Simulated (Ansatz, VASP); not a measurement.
**One calculation of AlN, two programs**

```
Al N
1.0
     0.00000    2.20153    2.20153
     2.20153    0.00000    2.20153
     2.20153    2.20153    0.00000
Al N
1 1
Direct
  0.00000 0.00000 0.00000
  0.75000 0.75000 0.75000
```

Alike in both runs: functional PBE; k mesh 10 × 10 × 10; occupations gaussian, width 0.02 eV; no spin polarisation.

Ansatz relaxed the structure, and its values are those at the end. VASP's run is a single point on that final structure, the one shown.

|  | VASP | Ansatz |
| --- | --- | --- |
| version | VASP 6.6.1 | Ansatz 0.2.0 |
| potentials or method | VASP PAW PBE potentials, release 64 (Al, N), cutoff 600 eV | scalar-relativistic, plane waves, PAW |
| valence electrons in the cell | 8 | 8 |

```tsv
	VASP	Ansatz	Ansatz less VASP
gap on the k mesh at the Fermi level (eV)	3.31	3.31	+0.007
least direct gap on the mesh (eV)	3.99	3.98	-0.008
pressure (GPa)	-0.4	0.0	+0.39
```

With one functional, cell and mesh, what is left measures potentials, basis and numerics.
